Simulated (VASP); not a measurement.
WO:

```xyz
2
Lattice="0.0000 2.1785 2.1785 2.1785 0.0000 2.1785 2.1785 2.1785 0.0000" Properties=species:S:1:pos:R:3 pbc="T T T"
W     0.0000    0.0000    0.0000
O     1.0892    1.0892    1.0892
```

```yaml
Program: VASP 6.6.1
Task: relaxation of cell and atoms
Functional: PBE
Potentials_or_basis: VASP PAW PBE potentials, release 64 (W_sv, O)
Cutoff: 600 eV
k_mesh: 8 × 8 × 8
Occupations: gaussian, width 0.1 eV
Spin: collinear spin, ferromagnetic start
Starting_moments: "[0.86, 0.13] μB"
Hubbard_terms: W d U = 6.2 eV
```

At the start: pressure 109.8 GPa; volume 10.34 Å³/atom.

Q: Where does the relaxation end?

A: Over 5 steps the energy falls by 1625.5 meV/atom and the volume is 14.41 Å³/atom (+39.4 %); space group F-43m (No. 216, to 0.05 Å); moment 2.00 μB per cell.

The path:
```tsv
step	energy change (eV)	largest force (eV/Å)	pressure (GPa)	volume (Å³)
1	0.0000	0.0000	109.83	20.68
2	-0.1296	0.0000	-27.75	49.96
3	-3.1047	0.0000	-15.03	31.75
4	-3.2407	0.0000	-4.53	29.60
5	-3.2511	0.0000	0.33	28.83
```

Final structure:
```
CELL_PARAMETERS angstrom
0.00000 2.43369 2.43369
2.43369 0.00000 2.43369
2.43369 2.43369 0.00000
ATOMIC_POSITIONS crystal
W 0.00000 0.00000 0.00000
O 0.25000 0.25000 0.25000
```

Caveat: the electronic state changed during the relaxation; the volume moved by over 15 % at a fixed basis, so the end points are rough.
